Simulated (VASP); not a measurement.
# As (Fd-3m) in VASP: relaxation of cell and atoms with PBEsol

Aim: the relaxation of cell and atoms of As with PBEsol.

Program: VASP 6.6.1. These are calculated values, not measurements. Logs are shortened: lines on timing, memory, paths and dates and some standing lists are left out, and cuts for length are marked.

**1. The cell of the first run**

It takes space group Fd-3m (No. 227, cubic). Conventional cell: a = 6.032 Å, b = 6.032 Å, c = 6.032 Å, α = 90.00°, β = 90.00°, γ = 90.00°. Within 3.4 Å of As (site symmetry -43m) lie 4 As at 2.61 Å.

This isn't the form of As at room conditions, which is rhombohedral.

**2. Relaxation of cell and atoms, PBEsol**

Contents of INCAR:

```
  ALGO = Normal
  EDIFF = 1E-6
  EDIFFG = -0.01
  ENCUT = 600
  GGA = PS
  IBRION = 2
  ISIF = 3
  ISMEAR = 0
  LASPH = True
  LCHARG = False
  LREAL = False
  LWAVE = False
  NELM = 80
  NSW = 100
  PREC = Accurate
  SIGMA = 0.1
```

Contents of KPOINTS:

```
k-points
0
Gamma
  16 16 16
```

Contents of POSCAR:

```
As
1.0
    0.0000000000      3.0157625131      3.0157625131
    3.0157625131      0.0000000000      3.0157625131
    3.0157625131      3.0157625131      0.0000000000
As
2
Direct
    0.0000000000      0.0000000000      0.0000000000
    0.2500000000      0.2500000000      0.2500000000
```

Potentials or basis: VASP PAW PBE potentials, release 64 (As).

Launch:

```sh
> cat potpaw_PBE.64/As/POTCAR > POTCAR
> mpirun -np 1 vasp_std > vasp.out
```

OUTCAR:

```text
EDIFF = 1E-6
   EDIFFG = -0.01
   ENCUT = 600
   GGA = PS
   IBRION = 2
   ISIF = 3
   ISMEAR = 0
   LASPH = True
   LREAL = False
   NELM = 80
   NSW = 100
   PREC = Accurate

 ion  position               nearest neighbor table
   1  0.000  0.000  0.000-   2 2.61   2 2.61   2 2.61   2 2.61
   2  0.250  0.250  0.250-   1 2.61   1 2.61   1 2.61   1 2.61

  LATTYP: Found a face centered cubic cell.
 ALAT       =     6.0315250262

  Lattice vectors:

 A1 = (   0.0000000000,   3.0157625131,   3.0157625131)
 A2 = (   3.0157625131,   0.0000000000,   3.0157625131)
 A3 = (   3.0157625131,   3.0157625131,   0.0000000000)

Analysis of symmetry for initial positions (statically):
=====================================================================
 Subroutine PRICEL returns:
 Original cell was already a primitive cell.

 Routine SETGRP: Setting up the symmetry group for a
 face centered cubic supercell.

 Subroutine GETGRP returns: Found 48 space group operations
 (whereof 24 operations were pure point group operations)
 out of a pool of 48 trial point group operations.

The static configuration has the point symmetry T_d .
 The point group associated with its full space group is O_h .

Analysis of symmetry for dynamics (positions and initial velocities):
=====================================================================
 Subroutine PRICEL returns:
 Original cell was already a primitive cell.

 Routine SETGRP: Setting up the symmetry group for a
 face centered cubic supercell.

 Subroutine GETGRP returns: Found 48 space group operations
 (whereof 24 operations were pure point group operations)
 out of a pool of 48 trial point group operations.

The dynamic configuration has the point symmetry T_d .
 The point group associated with its full space group is O_h .

 Subroutine INISYM returns: Found 48 space group operations
 (whereof 24 operations are pure point group operations),
 and found     1 'primitive' translations

----------------------------------------------------------------------------------------

                                     Primitive cell

  volume of cell :      54.8557

  direct lattice vectors                    reciprocal lattice vectors
     0.000000000  3.015762513  3.015762513    -0.165795548  0.165795548  0.165795548
     3.015762513  0.000000000  3.015762513     0.165795548 -0.165795548  0.165795548
     3.015762513  3.015762513  0.000000000     0.165795548  0.165795548 -0.165795548

  length of vectors
     4.264932247  4.264932247  4.264932247     0.287166314  0.287166314  0.287166314
[... 95 lines left out ...]
   EFERMI =   0.00;   METHOD = LEGACY
   ISMEAR =     0;   SIGMA  =   0.10  broadening in eV -4-tet -1-fermi 0-gaus
   EFERMI_NEDOS =   21; number of points for ismear=-14 and -15
   IALGO  =     38    algorithm
   IMIX   =      4    mixing-type and parameters
     AMIX     =   0.40;   BMIX     =  1.00
     AMIX_MAG =   1.60;   BMIX_MAG =  1.00
  volume/ion in A,a.u.               =      27.43       185.09
  Fermi-wavevector in a.u.,A,eV,Ry     =   0.928256  1.754149 11.723581  0.861659
  Thomas-Fermi vector in A             =   2.054413
   LORBIT       =      0    0 simple, 1 ext, 2 COOP (PROOUT), +10 PAW based schemes
   GGA     = PS    functional components
   LHFCALC =     F    Hartree Fock is set to
   AEXX    =    0.0000 exact exchange contribution
   IVDW    =     0    specifies the selected vdW correction
   LEPSILON=     F    determine dielectric tensor
   LRPA    =     F    only Hartree local field effects (RPA)
 conjugate gradient relaxation of ions
 non-spin polarized calculation
 Gauss-broadening in eV      SIGMA  =   0.10
  energy-cutoff  :      600.00
  volume of cell :       54.86
 maximum number of plane-waves:      1853
 NGX is ok and might be reduce to    36
   NGX = 17   NGY = 17   NGZ = 17

--------------------------------------- Ionic step        1  -------------------------------------------

 number of electron      10.0000000 magnetization

 Free energy of the ion-electron system (eV)
  ---------------------------------------------------
  ext. energy  EPLUGINS =         0.00000000
  ---------------------------------------------------
  free energy    TOTEN  =        -9.44470799 eV

  energy without entropy =       -9.43657904  energy(sigma->0) =       -9.44064351

------------------------ aborting loop because EDIFF is reached ----------------------------------------

  FORCE on cell =-STRESS in cart. coord.  units (eV):
  Direction    XX          YY          ZZ          XY          YZ          ZX
  --------------------------------------------------------------------------------------
  -------------------------------------------------------------------------------------
  Total       -0.0842341     -0.0842341     -0.0842341     -0.0000000      0.0000000     -0.0000000
  in kB       -2.4602392     -2.4602392     -2.4602392     -0.0000000      0.0000000     -0.0000000
  external PRESSURE =      -2.4602392 kB  Pullay stress =       0.0000000 kB
[... 59 lines left out ...]
--------------------------------------- Ionic step        3  -------------------------------------------

 number of electron      10.0000000 magnetization

 Free energy of the ion-electron system (eV)
  ---------------------------------------------------
  ext. energy  EPLUGINS =         0.00000000
  ---------------------------------------------------
  free energy    TOTEN  =        -9.44491411 eV

  energy without entropy =       -9.43670423  energy(sigma->0) =       -9.44080917

 E-fermi :   3.1797     XC(G=0):  -8.9349

 val. band max:        3.1792657689   @ k =  -0.3750   0.3750   0.1250
 cond. band min:       3.1848575748   @ k =  -0.4375   0.3750   0.1250
 fundamental gap:      0.0055918059
 Fermi energy:         3.1796951842

 k-point     1 :       0.0000    0.0000    0.0000
  band No.  band energies     occupation
      1     -10.7888      2.00000
      2      -2.6068      2.00000
      3       1.0061      2.00000
      4       1.0061      2.00000
      5       1.0061      2.00000
      6       3.7847      0.00000
      7       3.7847      0.00000
      8       3.7847      0.00000
      9       7.8872      0.00000
[... 265 lines left out ...]
 k-point    24 :      -0.0625    0.0625    0.0000
  band No.  band energies     occupation
      1     -10.6940      2.00000
      2      -3.0663      2.00000
      3       0.6854      2.00000
      4       0.9382      2.00000
      5       1.1881      2.00000
      6       3.8664      0.00000
      7       3.8965      0.00000
      8       4.2178      0.00000
      9       8.3724      0.00000

 [... further k-points ...]
[... 5 lines left out ...]
  --------------------------------------------------------------------------------------
  -------------------------------------------------------------------------------------
  Total        0.0011009      0.0011009      0.0011009      0.0000000     -0.0000000     -0.0000000
  in kB        0.0323115      0.0323115      0.0323115      0.0000000     -0.0000000     -0.0000000
  external PRESSURE =       0.0323115 kB  Pullay stress =       0.0000000 kB
[... 17 lines left out ...]
  FREE ENERGIE OF THE ION-ELECTRON SYSTEM (eV)
  ---------------------------------------------------
  free  energy   TOTEN  =        -9.4449141139 eV

  energy  without entropy=       -9.4367042298  energy(sigma->0) =       -9.44080917

 reached required accuracy - stopping structural energy minimisation
```

CONTCAR:

```text
As
   1.00000000000000
    -0.0000000000000000    3.0108929573287599    3.0108929573287599
     3.0108929573287599    0.0000000000000000    3.0108929573287599
     3.0108929573287599    3.0108929573287599   -0.0000000000000000
  As
     2
Direct
     0.0000000000000000    0.0000000000000000    0.0000000000000000
     0.2500000000000000    0.2500000000000000    0.2500000000000000

  0.00000000E+00  0.00000000E+00  0.00000000E+00
  0.00000000E+00  0.00000000E+00  0.00000000E+00
```

Run time: 2 min. Hardware: 1 thread of Intel Xeon 8259CL, shared host; peak memory 0.26 GiB.

What came out:

```
Free energy                           : -9.4449 eV
Relaxed volume                        : 27.30 Å³/atom
Relaxed cell                          : a = 4.258 Å, b = 4.258 Å, c = 4.258 Å, α = 60.00°, β = 60.00°, γ = 60.00°
Space group after relaxing (to 0.1 Å) : Fd-3m (No. 227)
Energy gained by relaxing             : 0.1 meV/atom
Ionic steps                           : 3
Pressure after relaxing               : 0.0 GPa
Band gap on the k mesh                : zero (bands 5 and 6 overlap by 1.84 eV)
```

The path:
```tsv
step	energy change (eV)	largest force (eV/Å)	pressure (GPa)	volume (Å³)
1	0.0000	0.0000	-0.25	54.86
2	-0.0002	0.0000	0.06	54.52
3	-0.0002	0.0000	0.00	54.59
```

Final structure:
```cif
data_structure
_symmetry_space_group_name_H-M 'P 1'
_symmetry_Int_Tables_number 1
_cell_length_a 4.2580
_cell_length_b 4.2580
_cell_length_c 4.2580
_cell_angle_alpha 60.000
_cell_angle_beta 60.000
_cell_angle_gamma 60.000
_cell_volume 54.59
loop_
_atom_site_label
_atom_site_type_symbol
_atom_site_fract_x
_atom_site_fract_y
_atom_site_fract_z
_atom_site_occupancy
As1 As 0.00000 0.00000 0.00000 1
As2 As 0.25000 0.25000 0.25000 1
```

Caveat: the PAW data sets were made with another functional, which shifts forces and pressure a little.
